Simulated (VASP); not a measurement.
# Mg (P6_3/mmc) in VASP: a series of runs

The runs below take Mg through single point, with PBEsol.

All numbers are computed with VASP 6.6.1; they aren't measurements. Logs are shortened: lines on timing, memory, paths and dates and some standing lists are left out, and cuts for length are marked.

### Step 1. The cell of the first run

The structure is hexagonal, space group P6_3/mmc (No. 194). The conventional cell has a = 2.903 Å, b = 2.903 Å, c = 4.688 Å, α = 90.00°, β = 90.00°, γ = 120.00°. Within 3.8 Å of Mg (site symmetry -6m2) lie 12 Mg at 2.88 to 2.90 Å.

### Step 2. Single point, PBEsol (volume scaled by 0.760)

The input, INCAR:

```
  PREC = Accurate
  ENCUT = 520
  EDIFF = 1E-7
  ISMEAR = 0
  SIGMA = 0.05
  LREAL = F
  LASPH = T
  NELM = 60
  ALGO = Normal
  ISIF = 2
  LWAVE = F
  LCHARG = F
  GGA = PS
  NBANDS = 9
```

The input, KPOINTS:

```
regular mesh
0
Gamma
  18 18 10
```

The input, POSCAR:

```
Mg
1.0
    2.9030657431      0.0000000000      0.0000000000
   -1.4515328715      2.5141286824      0.0000000000
    0.0000000000      0.0000000000      4.6881202204
Mg
2
Direct
    0.3333333333      0.6666666667      0.2500000000
    0.6666666667      0.3333333333      0.7500000000
```

Potentials or basis: VASP PAW PBE potentials, release 64 (Mg).

Command:

```console
> cat potpaw_PBE.64/Mg/POTCAR > POTCAR
> mpirun -np 1 vasp_std > vasp.out
```

OUTCAR:

```text
PREC = Accurate
   ENCUT = 520
   EDIFF = 1E-7
   ISMEAR = 0
   LREAL = F
   LASPH = T
   NELM = 60
   ISIF = 2
   GGA = PS

 ion  position               nearest neighbor table
   1  0.333  0.667  0.250-   2 2.88   2 2.88   2 2.88   2 2.88   2 2.88   2 2.88
   2  0.667  0.333  0.750-   1 2.88   1 2.88   1 2.88   1 2.88   1 2.88   1 2.88

  LATTYP: Found a hexagonal cell.
 ALAT       =     2.9030657431
 C/A-ratio  =     1.6148859982

  Lattice vectors:

 A1 = (   2.9030657431,   0.0000000000,   0.0000000000)
 A2 = (  -1.4515328715,   2.5141286824,   0.0000000000)
 A3 = (   0.0000000000,   0.0000000000,   4.6881202204)

Analysis of symmetry for initial positions (statically):
=====================================================================
 Subroutine PRICEL returns:
 Original cell was already a primitive cell.

 Routine SETGRP: Setting up the symmetry group for a
 hexagonal supercell.

 Subroutine GETGRP returns: Found 24 space group operations
 (whereof 12 operations were pure point group operations)
 out of a pool of 24 trial point group operations.

The static configuration has the point symmetry D_3d.
 The point group associated with its full space group is D_6h.

Analysis of symmetry for dynamics (positions and initial velocities):
=====================================================================
 Subroutine PRICEL returns:
 Original cell was already a primitive cell.

 Routine SETGRP: Setting up the symmetry group for a
 hexagonal supercell.

 Subroutine GETGRP returns: Found 24 space group operations
 (whereof 12 operations were pure point group operations)
 out of a pool of 24 trial point group operations.

The dynamic configuration has the point symmetry D_3d.
 The point group associated with its full space group is D_6h.

 Subroutine INISYM returns: Found 24 space group operations
 (whereof 12 operations are pure point group operations),
 and found     1 'primitive' translations

----------------------------------------------------------------------------------------

                                     Primitive cell

  volume of cell :      34.2171

  direct lattice vectors                    reciprocal lattice vectors
     2.903065743  0.000000000  0.000000000     0.344463436  0.198876057  0.000000000
    -1.451532871  2.514128682  0.000000000     0.000000000  0.397752115  0.000000000
     0.000000000  0.000000000  4.688120220     0.000000000  0.000000000  0.213305110

  length of vectors
     2.903065743  2.903065743  4.688120220     0.397752115  0.397752115  0.213305110

  position of ions in fractional coordinates (direct lattice)
     0.333333333  0.666666667  0.250000000
     0.666666667  0.333333333  0.750000000

  ion indices of the primitive-cell ions
   primitive index   ion index
                 1           1
                 2           2

----------------------------------------------------------------------------------------

 KPOINTS: regular mesh

Automatic generation of k-mesh.
 Grid dimensions read from file:
 generate k-points for:   18   18   10

 Generating k-lattice:

  Cartesian coordinates                     Fractional coordinates (reciprocal lattice)
     0.019136858  0.011048670  0.000000000     0.055555556  0.000000000  0.000000000
     0.000000000  0.022097340  0.000000000     0.000000000  0.055555556  0.000000000
     0.000000000  0.000000000  0.021330511     0.000000000  0.000000000  0.100000000

  Length of vectors
     0.022097340  0.022097340  0.021330511

  Shift w.r.t. Gamma in fractional coordinates (k-lattice)
     0.000000000  0.000000000  0.000000000

 Subroutine IBZKPT returns following result:
 ===========================================

 Found    222 irreducible k-points:

 Following reciprocal coordinates:
            Coordinates               Weight
  0.000000  0.000000  0.000000      1.000000
  0.055556  0.000000  0.000000      6.000000
  0.111111  0.000000  0.000000      6.000000
  0.166667  0.000000  0.000000      6.000000
  0.222222  0.000000  0.000000      6.000000
  0.277778  0.000000  0.000000      6.000000
[... 16 lines left out ...]
  0.333333  0.111111  0.000000     12.000000
  0.388889  0.111111  0.000000     12.000000
 [... further k-points ...]
   k-points           NKPTS =    222   k-points in BZ     NKDIM =    222   number of bands    NBANDS=      9
   number of dos      NEDOS =    301   number of ions     NIONS =      2
   total plane-waves  NPLWV =  20736
   dimension x,y,z NGX =    24 NGY =   24 NGZ =   36
   dimension x,y,z NGXF=    48 NGYF=   48 NGZF=   72
   ions per type =               2
   NGX,Y,Z   is equivalent  to a cutoff of  13.74, 13.74, 12.77 a.u.
   NGXF,Y,Z  is equivalent  to a cutoff of  27.49, 27.49, 25.53 a.u.
 SYSTEM =  unknown system
   PREC   = accura    normal or accurate (medium, high low for compatibility)
   ISTART =      0    job   : 0-new  1-cont  2-samecut
   ICHARG =      2    charge: 1-file 2-atom 10-const
   ISPIN  =      1    spin polarized calculation?
   LNONCOLLINEAR =      F non collinear calculations
   LSORBIT =      F    spin-orbit coupling
   LASPH  =      T    aspherical Exc in radial PAW
   ENCUT  =  520.0 eV  38.22 Ry    6.18 a.u.   5.40  5.40  8.72*2*pi/ulx,y,z
   NELM   =     60;   NELMIN=  2; NELMDL= -5     # of ELM steps
   EDIFF  = 0.1E-06   stopping-criterion for ELM
   LREAL  =      F    real-space projection
   EDIFFG = 0.1E-05   stopping-criterion for IOM
   NSW    =      0    number of steps for IOM
   IBRION =     -1    ionic relax: 0-MD 1-quasi-New 2-CG
   NFREE  =      0    steps in history (QN), initial steepest desc. (CG)
   ISIF   =      2    stress and relaxation
   ISYM   =      2    0-nonsym 1-usesym 2-fastsym
   POTIM  = 0.5000    time-step for ionic-motion
   TEBEG  =    0.0;   TEEND  =   0.0 temperature during run
   PSTRESS=    0.0 pullay stress
   NELECT =       4.0000    total number of electrons
   NUPDOWN=      -1.0000    fix difference up-down
   EMIN   =  10.00;   EMAX   =-10.00  energy-range for DOS
   EFERMI =   0.00;   METHOD = LEGACY
   ISMEAR =     0;   SIGMA  =   0.05  broadening in eV -4-tet -1-fermi 0-gaus
   EFERMI_NEDOS =   21; number of points for ismear=-14 and -15
   IALGO  =     38    algorithm
   IMIX   =      4    mixing-type and parameters
     AMIX     =   0.40;   BMIX     =  1.00
     AMIX_MAG =   1.60;   BMIX_MAG =  1.00
  volume/ion in A,a.u.               =      17.11       115.45
  Fermi-wavevector in a.u.,A,eV,Ry     =   0.800474  1.512676  8.718046  0.640758
  Thomas-Fermi vector in A             =   1.907776
   LORBIT       =      0    0 simple, 1 ext, 2 COOP (PROOUT), +10 PAW based schemes
   GGA     = PS    functional components
   LHFCALC =     F    Hartree Fock is set to
   AEXX    =    0.0000 exact exchange contribution
   IVDW    =     0    specifies the selected vdW correction
   LEPSILON=     F    determine dielectric tensor
   LRPA    =     F    only Hartree local field effects (RPA)
 non-spin polarized calculation
 Gauss-broadening in eV      SIGMA  =   0.05
  energy-cutoff  :      520.00
  volume of cell :       34.22
 maximum number of plane-waves:       966
 NGX is ok and might be reduce to    24
   NGX = 11   NGY = 11   NGZ = 17

 number of electron       4.0000000 magnetization

 Free energy of the ion-electron system (eV)
  ---------------------------------------------------
  ext. energy  EPLUGINS =         0.00000000
  ---------------------------------------------------
  free energy    TOTEN  =        -2.97307270 eV

  energy without entropy =       -2.97233079  energy(sigma->0) =       -2.97270175

 E-fermi :   4.3154     XC(G=0):  -9.5111

 val. band max:        4.3068610530   @ k =   0.3333   0.1111   0.1000
 cond. band min:       4.3174686151   @ k =   0.4444   0.0000   0.4000
 fundamental gap:      0.0106075620
 Fermi energy:         4.3153690794

 k-point     1 :       0.0000    0.0000    0.0000
  band No.  band energies     occupation
      1      -3.9763      2.00000
      2       2.1780      2.00000
      3       3.1390      2.00000
      4      16.9708      0.00000
      5      16.9708      0.00000
      6      17.7310      0.00000
      7      17.7310      0.00000
      8      17.9832      0.00000
      9      20.6187      0.00000

 k-point     2 :       0.0556    0.0000    0.0000
  band No.  band energies     occupation
      1      -3.9025      2.00000
      2       2.2424      2.00000
      3       3.2086      2.00000
      4      15.5020      0.00000
      5      16.3493      0.00000
      6      17.2356      0.00000
      7      18.4191      0.00000
      8      18.8268      0.00000
      9      20.7783      0.00000

 k-point     3 :       0.1111    0.0000    0.0000
  band No.  band energies     occupation
      1      -3.6814      2.00000
      2       2.4357      2.00000
      3       3.4151      2.00000
      4      13.5413      0.00000
      5      15.5504      0.00000
      6      16.2096      0.00000
      7      18.9011      0.00000
      8      19.2775      0.00000
      9      19.3588      0.00000

 k-point     4 :       0.1667    0.0000    0.0000
  band No.  band energies     occupation
      1      -3.3144      2.00000
      2       2.7584      2.00000
      3       3.7515      2.00000
      4      11.6108      0.00000
      5      14.8358      0.00000
      6      15.1105      0.00000
      7      16.9473      0.00000
      8      19.0098      0.00000
      9      19.6701      0.00000

 k-point     5 :       0.2222    0.0000    0.0000
  band No.  band energies     occupation
      1      -2.8039      2.00000
      2       3.2111      2.00000
      3       4.2005      1.99884
      4       9.7842      0.00000
      5      14.0144      0.00000
      6      14.2260      0.00000
      7      15.0594      0.00000
      8      18.1489      0.00000
      9      18.9179      0.00000

 k-point     6 :       0.2778    0.0000    0.0000
  band No.  band energies     occupation
      1      -2.1531      2.00000
      2       3.7946      2.00000
      3       4.7093      0.00000
      4       8.1264      0.00000
      5      12.9270      0.00000
      6      13.2799      0.00000
      7      13.7261      0.00000
      8      17.1950      0.00000
      9      18.2920      0.00000
[... 169 lines left out ...]
 k-point    21 :       0.2222    0.1111    0.0000
  band No.  band energies     occupation
      1      -1.9375      2.00000
      2       3.9896      2.00000
      3       4.8847      0.00000
      4       8.2275      0.00000
      5      10.6187      0.00000
      6      13.4651      0.00000
      7      15.0230      0.00000
      8      15.8784      0.00000
      9      17.8060      0.00000

 k-point    22 :       0.2778    0.1111    0.0000
  band No.  band energies     occupation
      1      -1.1530      2.00000
      2       4.7058      0.00000
      3       5.1762      0.00000
      4       7.0052      0.00000
      5      10.0563      0.00000
      6      11.8199      0.00000
      7      13.8367      0.00000
      8      15.3934      0.00000
      9      17.5119      0.00000

 k-point    23 :       0.3333    0.1111    0.0000
  band No.  band energies     occupation
      1      -0.2382      2.00000
      2       4.4571      0.00006
      3       5.5552      0.00000
      4       6.9636      0.00000
      5       9.5693      0.00000
      6      10.2993      0.00000
      7      12.8002      0.00000
      8      15.0503      0.00000
      9      17.2761      0.00000

 k-point    24 :       0.3889    0.1111    0.0000
  band No.  band energies     occupation
      1       0.7981      2.00000
      2       3.2145      2.00000
      3       6.5386      0.00000
      4       7.5635      0.00000
      5       8.9109      0.00000
      6       9.0943      0.00000
      7      12.0551      0.00000
      8      14.8451      0.00000
      9      17.1270      0.00000

 [... further k-points ...]

------------------------ aborting loop because EDIFF is reached ----------------------------------------

  FORCE on cell =-STRESS in cart. coord.  units (eV):
  Direction    XX          YY          ZZ          XY          YZ          ZX
  --------------------------------------------------------------------------------------
  -------------------------------------------------------------------------------------
  Total        3.7918060      3.7918060      3.7833340      0.0000000     -0.0000000     -0.0000000
  in kB      177.5470988    177.5470988    177.1504050      0.0000000     -0.0000000     -0.0000000
  external PRESSURE =     177.4148675 kB  Pullay stress =       0.0000000 kB

 VOLUME and BASIS-vectors are now :
 -----------------------------------------------------------------------------
  energy-cutoff  :      520.00
  volume of cell :       34.22
      direct lattice vectors                 reciprocal lattice vectors
     2.903065743  0.000000000  0.000000000     0.344463436  0.198876057  0.000000000
    -1.451532871  2.514128682  0.000000000     0.000000000  0.397752115  0.000000000
     0.000000000  0.000000000  4.688120220     0.000000000  0.000000000  0.213305110

 POSITION                                       TOTAL-FORCE (eV/Angst)
 -----------------------------------------------------------------------------------
     -0.00000      1.67609      1.17203         0.000000      0.000000      0.000000
      1.45153      0.83804      3.51609        -0.000000     -0.000000      0.000000
 -----------------------------------------------------------------------------------
    total drift:                                0.000000     -0.000000      0.000000

  FREE ENERGIE OF THE ION-ELECTRON SYSTEM (eV)
  ---------------------------------------------------
  free  energy   TOTEN  =        -2.9730727024 eV

  energy  without entropy=       -2.9723307885  energy(sigma->0) =       -2.97270175
```

It took 37 s on 1 thread of Intel Xeon 6975P-C (Granite Rapids), shared host; peak memory 0.19 GiB.

What came out:

- Free energy: -2.9731 eV
- Pressure: 17.7 GPa
- Band gap on the k mesh: zero (band 2 reaches 5.29 eV, above the bottom of band 3 at 3.14 eV)

Caveat: the PAW data sets were made with another functional, which shifts forces and pressure a little.

### Step 3. Single point, PBEsol (volume scaled by 0.960)

The input, INCAR:

```
PREC = Accurate
ENCUT = 520
EDIFF = 1E-7
ISMEAR = 0
SIGMA = 0.05
LREAL = F
LASPH = T
NELM = 80
ALGO = Normal
ISIF = 2
LWAVE = F
LCHARG = F
GGA = PS
NBANDS = 9
```

The input, KPOINTS:

```
regular mesh
0
Gamma
  16 16 10
```

The input, POSCAR:

```
Mg
1.0
    3.1340407932      0.0000000000      0.0000000000
   -1.5670203966      2.7141589434      0.0000000000
    0.0000000000      0.0000000000      5.0811361583
Mg
2
Direct
    0.3333333333      0.6666666667      0.2500000000
    0.6666666667      0.3333333333      0.7500000000
```

Potentials or basis: VASP PAW PBE potentials, release 64 (Mg).

Command:

```console
> cat potpaw_PBE.64/Mg/POTCAR > POTCAR
> mpirun -np 1 vasp_std > vasp.out
```

It took 35 s on 1 thread of Intel Xeon 6975P-C (Granite Rapids), shared host; peak memory 0.2 GiB.

Results (log left out):

| Item | Value |
| --- | --- |
| Free energy | -3.4329 eV |
| Pressure | 1.6 GPa |
| Band gap on the k mesh | zero (band 2 reaches 3.92 eV, above the bottom of band 3 at 1.69 eV) |

Levels at points of the mesh, in eV from the Fermi level:
```tsv
k point	band 1	band 2	band 3	band 4	band 5
(0.00, 0.00, 0.00)	-7.21	-1.79	-1.24	11.25	11.25
(0.50, 0.00, 0.00)	-2.27	-2.20	2.74	3.03	3.45
(0.00, 0.00, 0.50)	-5.76	-5.76	5.22	5.22	12.00
(0.50, 0.00, 0.50)	-1.18	-1.18	-0.44	-0.44	8.21
```

Caveat: the PAW data sets were made with another functional, which shifts forces and pressure a little.
